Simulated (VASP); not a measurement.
Write the native input for VASP 6.6.1 that does the following.

```yaml
Task: single point
Functional: r2SCAN
Potentials_or_basis: VASP PAW PBE potentials, release 64 (Mg, O)
Cutoff: 520 eV
k_mesh: 10 × 10 × 10
Occupations: gaussian, width 0.01 eV
Spin: no spin polarisation
Dipole_correction: no
Further_INCAR_settings: ALGO = Normal; EDIFF = 1e-06; NBANDS = 11
```

MgO (Periclase):

```
Mg O
1.0
     0.00000    2.13349    2.10217
     2.10217    0.00000    2.10217
     2.10217    2.13349    0.00000
Mg O
1 1
Direct
  0.00000 0.00000 0.00000
  0.50000 0.50000 0.50000
```

This cell differs from its parent crystal: uniaxial y strain +1.5%.

The input as run:

POSCAR

```
MgO
1.0
    0.0000000000      2.1334903292      2.1021680256
    2.1021680256      0.0000000000      2.1021680256
    2.1021680256      2.1334903292      0.0000000000
Mg O
1 1
Direct
    0.0000000000      0.0000000000      0.0000000000
    0.5000000000      0.5000000000      0.5000000000
```

INCAR.step1

```
SYSTEM = MgO
PREC = Accurate
ENCUT = 520
ISMEAR = 0
SIGMA = 0.01
LREAL = .FALSE.
LASPH = .TRUE.
NELM = 80
NBANDS = 11
GGA = PE
ALGO = Normal
EDIFF = 1E-4
LWAVE = .TRUE.
LCHARG = .FALSE.
```

INCAR.step2

```
SYSTEM = MgO
PREC = Accurate
ENCUT = 520
EDIFF = 1E-6
ISMEAR = 0
SIGMA = 0.01
LREAL = .FALSE.
LASPH = .TRUE.
NELM = 80
ALGO = Normal
ISIF = 2
LWAVE = .FALSE.
LCHARG = .FALSE.
METAGGA = R2SCAN
LMIXTAU = .TRUE.
NBANDS = 11
ISTART = 1
```

KPOINTS

```
Automatic mesh
0
G
  10 10 10
  0 0 0
```

Potentials or basis: VASP PAW PBE potentials, release 64 (Mg, O).

Launch:

```sh
$ cat potpaw_PBE.64/Mg/POTCAR potpaw_PBE.64/O/POTCAR > POTCAR
$ cp INCAR.step1 INCAR
$ mpirun -np 1 vasp_std > vasp.out
$ cp INCAR.step2 INCAR
$ mpirun -np 1 vasp_std > vasp.out
```

Results of the run:

- Pressure: -3.4 GPa
- Band gap on the k mesh: 5.49 eV, direct

Caveat: the cell differs from its parent crystal (uniaxial y strain +1.5%); the PAW data sets were made with another functional, which shifts forces and pressure a little.

It took 30 s on 1 thread of Intel(R) Xeon(R) 6975P-C (Granite Rapids), on a shared host, peak memory 0.15 GiB.
